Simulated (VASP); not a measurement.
YTe, 2 atoms in the cell. Symmetry: I4/mmm, No. 139, tetragonal system. The conventional cell has a = 3.965 Å, b = 3.965 Å, c = 5.851 Å, α = 90.00°, β = 90.00°, γ = 90.00°. Y (site symmetry 4/mmm) has 6 Te at 2.80 to 2.93 Å within 3.7 Å. Within 3.7 Å of Te (site symmetry 4/mmm) lie 6 Y at 2.80 to 2.93 Å.  This cell differs from its parent crystal: strain -0.080 along x and y, -0.040 along z.

- Program: VASP 6.6.1
- Task: single point
- Functional: PBEsol
- Potentials or basis: VASP PAW PBE potentials, release 64 (Y_sv, Te)
- Cutoff: 520 eV
- k mesh: 14 × 14 × 14
- Occupations: gaussian, width 0.15 eV
- Spin: no spin polarisation
- Dipole correction: no
- Further INCAR settings: ALGO = Normal; EDIFF = 1e-06; NBANDS = 16

Potentials or basis: VASP PAW PBE potentials, release 64 (Y_sv, Te).

Launch:

```console
$ cat potpaw_PBE.64/Y_sv/POTCAR potpaw_PBE.64/Te/POTCAR > POTCAR
$ mpirun -np 1 vasp_std > vasp.out
```

Hardware: 1 thread of Intel(R) Xeon(R) 6975P-C (Granite Rapids) (shared host).

**Question.** How long does it take, and how much memory?

**Answer.** Run time: 71 s on 1 thread of Intel(R) Xeon(R) 6975P-C (Granite Rapids) (shared host), peak memory 0.34 GiB. Counts: scf iterations 12, k points 244.
